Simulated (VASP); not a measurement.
Here is a VASP 6.6.1 calculation.

File INCAR:

```
ALGO = Normal
EDIFF = 1E-6
EDIFFG = -0.01
ENCUT = 600
GGA = PE
IBRION = 2
ISIF = 3
ISMEAR = 0
LASPH = T
LCHARG = F
LREAL = F
LWAVE = F
NELM = 60
NSW = 100
PREC = Accurate
SIGMA = 0.02
```

File KPOINTS:

```
k-points
0
Gamma
  6 6 6
```

File POSCAR:

```
MgI2
1.0
    2.1528137173      1.2429275792      6.5020481438
   -2.1528137173      1.2429275792      6.5020481438
    0.0000000000     -2.4858551584      6.5020481438
Mg I
1 2
Direct
    0.0000000000      0.0000000000      0.0000000000
    0.7500000000      0.7500000000      0.7500000000
    0.2500000000      0.2500000000      0.2500000000
```

Potentials or basis: VASP PAW PBE potentials, release 64 (Mg, I).

Launch:

```console
$ cat potpaw_PBE.64/Mg/POTCAR potpaw_PBE.64/I/POTCAR > POTCAR
$ mpirun -np 1 vasp_std > vasp.out
```

(1) Estimate the space group after relaxing (to 0.05 Å).

(2) What does it give for the band gap on the k mesh?

(3) What does it give for the relaxed cell?

Results:

(1) R-3m (No. 166).

(2) 3.50 eV, indirect (least direct gap 3.71 eV).

(3) a = 8.113 Å, b = 8.113 Å, c = 8.113 Å, α = 30.01°, β = 30.01°, γ = 30.01°.

Caveat: spin-orbit coupling is left out, which moves the levels of the heavy elements.
